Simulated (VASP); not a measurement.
**BN: single point with PBEsol**

The system is BN.

```
B N
1.0
     2.55661    0.00000    0.00000
    -1.27830    2.21409    0.00000
     0.00000    0.00000    6.21213
B N
2 2
Direct
  0.00000 0.00000 0.50000
  0.33333 0.66667 0.00000
  0.00000 0.00000 0.00000
  0.66667 0.33333 0.50000
```

This cell differs from its parent crystal: strained.

```json
{
  "Program": "VASP 6.6.1",
  "Task": "single point",
  "Functional": "PBEsol",
  "Potentials or basis": "VASP PAW PBE potentials, release 64 (B, N)",
  "Cutoff": "520 eV",
  "k mesh": "12 × 12 × 4",
  "Occupations": "gaussian, width 0.02 eV",
  "Spin": "no spin polarisation",
  "Dipole correction": "no",
  "Further INCAR settings": "ALGO = Normal; EDIFF = 1e-06; NBANDS = 16"
}
```

```yaml
Pressure: -13.3 GPa
Band_gap_on_the_k_mesh: 4.05 eV, indirect (least direct gap 4.11 eV)
```

Stress tensor (GPa, compression positive):
```
-21.29   0.00   0.00
  0.00 -21.29   0.00
  0.00   0.00   2.77
```

Levels at points of the mesh, in eV from the valence-band top:
```csv
k point,band 6,band 7,band 8,band 9,band 10,band 11
"(0.00, 0.00, 0.00)",-1.55,-1.35,-1.35,5.36,10.40,10.85
"(0.50, 0.00, 0.00)",-3.98,-1.54,-0.64,4.11,5.55,8.81
"(0.00, 0.00, 0.50)",-1.54,-1.35,-1.35,7.94,8.01,10.88
"(0.50, 0.00, 0.50)",-4.01,-1.06,-0.87,4.30,4.44,9.07
```

It took 18 s on 1 thread of AMD EPYC 9R45 96-Core Processor (Zen 5) (shared host), peak memory 0.13 GiB.

Caveat: the cell differs from its parent crystal (strained); the PAW data sets were made with another functional, which shifts forces and pressure a little; this functional lacks dispersion, which binds the layers, so the pressure and a relaxed spacing across them are unreliable. A k mesh can miss the band edges.
